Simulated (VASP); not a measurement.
A run of VASP 6.6.1 is set up as follows.

POSCAR

```
LiH
1.0
    0.0000000000      2.1451220099      2.1451220099
    2.1451220099      0.0000000000      2.1451220099
    2.1451220099      2.1451220099      0.0000000000
Li H
1 1
Direct
    0.0000000000      0.0000000000      0.0000000000
    0.2500000000      0.2500000000      0.2500000000
```

The input INCAR.step1:

```
SYSTEM = LiH
ALGO = Normal
EDIFF = 1E-5
ENCUT = 520
GGA = PE
ISIF = 2
ISMEAR = 0
LASPH = .True.
LREAL = .False.
LWAVE = .True.
NBANDS = 9
NELM = 80
PREC = Accurate
SIGMA = 0.01
```

File INCAR.step2:

```
SYSTEM = LiH
AEXX = 0.1
ALGO = Normal
EDIFF = 1E-6
ENCUT = 520
GGA = PE
HFSCREEN = 0.3
ISIF = 2
ISMEAR = 0
ISTART = 1
LASPH = .True.
LCHARG = .True.
LELF = .True.
LHFCALC = .True.
LREAL = .False.
LVHAR = .True.
LWAVE = .False.
NBANDS = 9
NELM = 80
PREC = Accurate
PRECFOCK = Normal
SIGMA = 0.01
```

The input KPOINTS:

```
k-points
0
Gamma
  4 4 4
  0 0 0
```

Potentials or basis: VASP PAW PBE potentials, release 64 (Li_sv, H).

Run with:

```console
$ cat potpaw_PBE.64/Li_sv/POTCAR potpaw_PBE.64/H/POTCAR > POTCAR
$ cp INCAR.step1 INCAR
$ mpirun -np 1 vasp_std > vasp.out
$ cp INCAR.step2 INCAR
$ mpirun -np 1 vasp_std > vasp.out
```

(1) Predict the band gap on the k mesh.

## Answers

(1) 4.53 eV, indirect (least direct gap 5.63 eV).

Caveat: the k points lie up to 0.63 Å⁻¹ apart.
